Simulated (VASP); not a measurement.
# Ba in VASP: notebook

Ba is run at these levels: PBEsol+D3(BJ); tasks: single point, relaxation of the atoms.

Program: VASP 6.6.1. These are calculated values, not measurements. Logs are shortened: lines on timing, memory, paths and dates and some standing lists are left out, and cuts for length are marked.

### 1 The cell of the first run

The cell holds a slab with vacuum, 6 atoms: a = 6.996 Å, b = 6.996 Å, c = 39.438 Å, α = 90.00°, β = 90.00°, γ = 120.00°.

### 2 Single point, PBEsol+D3(BJ)

The input, INCAR:

```
ALGO = Normal ; DIPOL = 0.5 0.5 0.248
EDIFF = 1E-6 ; ENCUT = 400
GGA = PS ; GGA_COMPAT = F
IDIPOL = 3 ; ISIF = 2
ISMEAR = 1 ; IVDW = 12
LASPH = T ; LCHARG = F
LDIPOL = T ; LREAL = F
LWAVE = F ; NBANDS = 39
NELM = 120 ; NELMDL = -8
PREC = Accurate ; SIGMA = 0.1
```

The input, KPOINTS:

```
k-points
0
Gamma
  3 3 1
```

The input, POSCAR:

```
Ba
1.0
    6.9960671452      0.0000002887      0.0000000000
   -3.4980338226      6.0587717300      0.0000000000
    0.0000000000      0.0000000000     39.4375760000
Ba
6
Direct
    0.3333333333      0.6666666667      0.1521391680
    0.6666666667      0.3333333333      0.1521391680
    0.3333333333      0.6666666667      0.2476680132
    0.6666666667      0.3333333333      0.2476680132
    0.3333333333      0.6666666667      0.3431883227
    0.6666666667      0.3333333333      0.3431883227
```

Potentials or basis: VASP PAW PBE potentials, release 64 (Ba_sv).

On the command line:

```console
$ cat potpaw_PBE.64/Ba_sv/POTCAR > POTCAR
$ mpirun -np 1 vasp_std > vasp.out
```

OUTCAR:

```text
EDIFF = 1E-6
   ENCUT = 400
   GGA = PS
   ISIF = 2
   ISMEAR = 1
   IVDW = 12
   LASPH = T
   LREAL = F
   NELM = 120
   NELMDL = -8
   PREC = Accurate
 IVDW          = 12

 ion  position               nearest neighbor table
   1  0.333  0.667  0.152-   3 3.77   2 4.04   2 4.04   2 4.04
   2  0.667  0.333  0.152-   4 3.77   1 4.04   1 4.04   1 4.04
   3  0.333  0.667  0.248-   5 3.77   1 3.77   4 4.04   4 4.04   4 4.04
   4  0.667  0.333  0.248-   6 3.77   2 3.77   3 4.04   3 4.04   3 4.04
   5  0.333  0.667  0.343-   3 3.77   6 4.04   6 4.04   6 4.04
   6  0.667  0.333  0.343-   4 3.77   5 4.04   5 4.04   5 4.04

  LATTYP: Found a hexagonal cell.
 ALAT       =     6.9960671452
 C/A-ratio  =     5.6371065602

  Lattice vectors:

 A1 = (   6.9960671452,   0.0000002887,   0.0000000000)
 A2 = (  -3.4980338226,   6.0587717300,   0.0000000000)
 A3 = (   0.0000000000,   0.0000000000,  39.4375760000)

Analysis of symmetry for initial positions (statically):
=====================================================================
 Subroutine PRICEL returns:
 Original cell was already a primitive cell.

 Routine SETGRP: Setting up the symmetry group for a
 hexagonal supercell.

 Subroutine GETGRP returns: Found 24 space group operations
 (whereof 12 operations were pure point group operations)
 out of a pool of 24 trial point group operations.

The static configuration has the point symmetry C_6v.
 The point group associated with its full space group is D_6h.

Analysis of symmetry for dynamics (positions and initial velocities):
=====================================================================
 Subroutine PRICEL returns:
 Original cell was already a primitive cell.

 Routine SETGRP: Setting up the symmetry group for a
 hexagonal supercell.

 Subroutine GETGRP returns: Found 24 space group operations
 (whereof 12 operations were pure point group operations)
 out of a pool of 24 trial point group operations.

The dynamic configuration has the point symmetry C_6v.
 The point group associated with its full space group is D_6h.

 Subroutine INISYM returns: Found 24 space group operations
 (whereof 12 operations are pure point group operations),
 and found     1 'primitive' translations

----------------------------------------------------------------------------------------

                                     Primitive cell

  volume of cell :    1671.6632

  direct lattice vectors                    reciprocal lattice vectors
     6.996067145  0.000000289  0.000000000     0.142937447  0.082524981  0.000000000
    -3.498033823  6.058771730  0.000000000    -0.000000007  0.165049951  0.000000000
     0.000000000  0.000000000 39.437576000     0.000000000  0.000000000  0.025356528

  length of vectors
     6.996067145  6.996067145 39.437576000     0.165049951  0.165049951  0.025356528

  position of ions in fractional coordinates (direct lattice)
     0.333333333  0.666666667  0.152139168
     0.666666667  0.333333333  0.152139168
     0.333333333  0.666666667  0.247668013
     0.666666667  0.333333333  0.247668013
     0.333333333  0.666666667  0.343188323
     0.666666667  0.333333333  0.343188323

  ion indices of the primitive-cell ions
   primitive index   ion index
                 1           1
                 2           2
                 3           3
                 4           4
                 5           5
                 6           6

----------------------------------------------------------------------------------------

 KPOINTS: k-points

Automatic generation of k-mesh.
 Grid dimensions read from file:
 generate k-points for:    3    3    1

 Generating k-lattice:

  Cartesian coordinates                     Fractional coordinates (reciprocal lattice)
     0.047645816  0.027508327  0.000000000     0.333333333 -0.000000000  0.000000000
    -0.000000002  0.055016650  0.000000000     0.000000000  0.333333333  0.000000000
     0.000000000  0.000000000  0.025356528     0.000000000  0.000000000  1.000000000

  Length of vectors
     0.055016650  0.055016650  0.025356528

  Shift w.r.t. Gamma in fractional coordinates (k-lattice)
     0.000000000  0.000000000  0.000000000

 Subroutine IBZKPT returns following result:
 ===========================================

 Found      3 irreducible k-points:

 Following reciprocal coordinates:
            Coordinates               Weight
  0.000000  0.000000  0.000000      1.000000
  0.333333  0.000000  0.000000      6.000000
  0.333333  0.333333  0.000000      2.000000
   k-points           NKPTS =      3   k-points in BZ     NKDIM =      3   number of bands    NBANDS=     39
   number of dos      NEDOS =    301   number of ions     NIONS =      6
   total plane-waves  NPLWV = 622080
   dimension x,y,z NGX =    48 NGY =   48 NGZ =  270
   dimension x,y,z NGXF=    96 NGYF=   96 NGZF=  540
   ions per type =               6
   NGX,Y,Z   is equivalent  to a cutoff of  11.41, 11.41, 11.38 a.u.
   NGXF,Y,Z  is equivalent  to a cutoff of  22.81, 22.81, 22.76 a.u.
 SYSTEM =  unknown system
   PREC   = accura    normal or accurate (medium, high low for compatibility)
   ISTART =      0    job   : 0-new  1-cont  2-samecut
   ICHARG =      2    charge: 1-file 2-atom 10-const
   ISPIN  =      1    spin polarized calculation?
   LNONCOLLINEAR =      F non collinear calculations
   LSORBIT =      F    spin-orbit coupling
   LASPH  =      T    aspherical Exc in radial PAW
   ENCUT  =  400.0 eV  29.40 Ry    5.42 a.u.  11.41 11.41 64.31*2*pi/ulx,y,z
   NELM   =    120;   NELMIN=  2; NELMDL= -8     # of ELM steps
   EDIFF  = 0.1E-05   stopping-criterion for ELM
   LREAL  =      F    real-space projection
   EDIFFG = 0.1E-04   stopping-criterion for IOM
   NSW    =      0    number of steps for IOM
   IBRION =     -1    ionic relax: 0-MD 1-quasi-New 2-CG
   NFREE  =      0    steps in history (QN), initial steepest desc. (CG)
   ISIF   =      2    stress and relaxation
   ISYM   =      2    0-nonsym 1-usesym 2-fastsym
   POTIM  = 0.5000    time-step for ionic-motion
   TEBEG  =    0.0;   TEEND  =   0.0 temperature during run
   PSTRESS=    0.0 pullay stress
   NELECT =      60.0000    total number of electrons
   NUPDOWN=      -1.0000    fix difference up-down
   EMIN   =  10.00;   EMAX   =-10.00  energy-range for DOS
   EFERMI =   0.00;   METHOD = LEGACY
   ISMEAR =     1;   SIGMA  =   0.10  broadening in eV -4-tet -1-fermi 0-gaus
   EFERMI_NEDOS =   21; number of points for ismear=-14 and -15
   IALGO  =     38    algorithm
   IMIX   =      4    mixing-type and parameters
     AMIX     =   0.40;   BMIX     =  1.00
     AMIX_MAG =   1.60;   BMIX_MAG =  1.00
  volume/ion in A,a.u.               =     278.61      1880.16
  Fermi-wavevector in a.u.,A,eV,Ry     =   0.540019  1.020488  3.967737  0.291620
  Thomas-Fermi vector in A             =   1.566962
   LORBIT       =      0    0 simple, 1 ext, 2 COOP (PROOUT), +10 PAW based schemes
   GGA     = PS    functional components
   LHFCALC =     F    Hartree Fock is set to
   AEXX    =    0.0000 exact exchange contribution
   IVDW    =    12    specifies the selected vdW correction
   LEPSILON=     F    determine dielectric tensor
   LRPA    =     F    only Hartree local field effects (RPA)
 non-spin polarized calculation
 Methfessel and Paxton  Order N= 1 SIGMA  =   0.10
  energy-cutoff  :      400.00
  volume of cell :     1671.66
 maximum number of plane-waves:     30441
 NGX is ok and might be reduce to    48
   NGX = 23   NGY = 23   NGZ =129

 dipolmoment           0.000000      0.000000      0.000564 electrons x Angstroem

 number of electron      59.9999991 magnetization

 dipolmoment           0.000000      0.000000     -0.003999 electrons x Angstroem

 Free energy of the ion-electron system (eV)
  ---------------------------------------------------
  ext. energy  EPLUGINS =         0.00000000
  ---------------------------------------------------
  free energy    TOTEN  =        -6.91056205 eV

  energy without entropy =       -6.90727950  energy(sigma->0) =       -6.90946787

 E-fermi :  -1.6890     XC(G=0):  -2.2662

 val. band max:       -1.6979598226   @ k =   0.0000   0.0000   0.0000
 cond. band min:      -1.6337342215   @ k =   0.3333   0.0000   0.0000
 fundamental gap:      0.0642256011
 Fermi energy:        -1.6889833381

 k-point     1 :       0.0000    0.0000    0.0000
  band No.  band energies     occupation
      1     -31.1519      2.00000
      2     -31.1340      2.00000
      3     -31.0841      2.00000
      4     -31.0663      2.00000
      5     -30.6863      2.00000
      6     -30.6183      2.00000
[... 31 lines left out ...]
     38      -0.7445     -0.00000
     39      -0.5402     -0.00000

 k-point     2 :       0.3333    0.0000    0.0000
  band No.  band energies     occupation
      1     -31.1377      2.00000
      2     -31.1198      2.00000
      3     -31.0986      2.00000
      4     -31.0807      2.00000
      5     -30.6720      2.00000
      6     -30.6327      2.00000
[... 31 lines left out ...]
     38      -0.9564     -0.00000
     39      -0.9216     -0.00000

 k-point     3 :       0.3333    0.3333    0.0000
  band No.  band energies     occupation
      1     -31.1182      2.00000
      2     -31.1182      2.00000
      3     -31.1003      2.00000
      4     -31.1003      2.00000
      5     -30.6524      2.00000
      6     -30.6524      2.00000
[... 31 lines left out ...]
     38      -0.9029     -0.00000
     39      -0.9029     -0.00000

------------------------ aborting loop because EDIFF is reached ----------------------------------------

 vacuum level on the upper side and lower side of the slab       (xc-potential included)        -0.013         0.004

 Edisp (eV)   -0.82380

 E8    (eV) :    -0.6613

  FORCE on cell =-STRESS in cart. coord.  units (eV):
  Direction    XX          YY          ZZ          XY          YZ          ZX
  --------------------------------------------------------------------------------------
  -------------------------------------------------------------------------------------
  Total      -0.40767    -0.40767     0.40652    -0.00000     0.00000     0.00000
  in kB      -0.39072    -0.39072     0.38962    -0.00000     0.00000     0.00000
  external pressure =       -0.13 kB  Pullay stress =        0.00 kB

 VOLUME and BASIS-vectors are now :
 -----------------------------------------------------------------------------
  energy-cutoff  :      400.00
  volume of cell :     1671.66
      direct lattice vectors                 reciprocal lattice vectors
     6.996067145  0.000000289  0.000000000     0.142937447  0.082524981  0.000000000
    -3.498033823  6.058771730  0.000000000    -0.000000007  0.165049951  0.000000000
     0.000000000  0.000000000 39.437576000     0.000000000  0.000000000  0.025356528

 POSITION                                       TOTAL-FORCE (eV/Angst)
 -----------------------------------------------------------------------------------
     -0.00000      4.03918      6.00000        -0.000000      0.000000     -0.028251
      3.49803      2.01959      6.00000         0.000000     -0.000000     -0.028251
     -0.00000      4.03918      9.76743        -0.000000      0.000000      0.000000
      3.49803      2.01959      9.76743         0.000000     -0.000000      0.000000
     -0.00000      4.03918     13.53452        -0.000000      0.000000      0.028251
      3.49803      2.01959     13.53452         0.000000     -0.000000      0.028251
 -----------------------------------------------------------------------------------
    total drift:                                0.000000     -0.000000     -0.288424

  FREE ENERGIE OF THE ION-ELECTRON SYSTEM (eV)
  ---------------------------------------------------
  free  energy   TOTEN  =        -7.7343605469 eV

  energy  without entropy=       -7.7310779996  energy(sigma->0) =       -7.73326636

 vacuum level on the upper side and lower side of the slab         0.991         1.008
```

Run time: 5.2 min. Hardware: 1 thread of Intel Xeon 6975P-C (Granite Rapids), shared host; peak memory 1.1 GiB.

Results:

```yaml
Free_energy: -7.7344 eV
Largest_force: 0.028 eV/Å
Band_gap_on_the_k_mesh: zero (bands 30 and 31 overlap by 0.37 eV)
Dispersion_energy_per_atom: -0.137 eV
```

Forces in eV/Å, atoms in the order of the input:
```
Ba   0.000  0.000 -0.028
Ba   0.000  0.000 -0.028
Ba   0.000  0.000  0.000
Ba   0.000  0.000  0.000
Ba   0.000  0.000  0.028
Ba   0.000  0.000  0.028
```

Levels at points of the mesh, in eV from the Fermi level:
```tsv
k point	band 27	band 28	band 29	band 30	band 31	band 32	band 33	band 34
(0.00, 0.00, 0.00)	-0.65	-0.01	-0.01	0.30	0.60	0.60	0.66	0.74
```

Caveat: the PAW data sets were made with another functional, which shifts forces and pressure a little; spin-orbit coupling is left out, which moves the levels of the heavy elements.

(Part 1 of 2 ends here.)
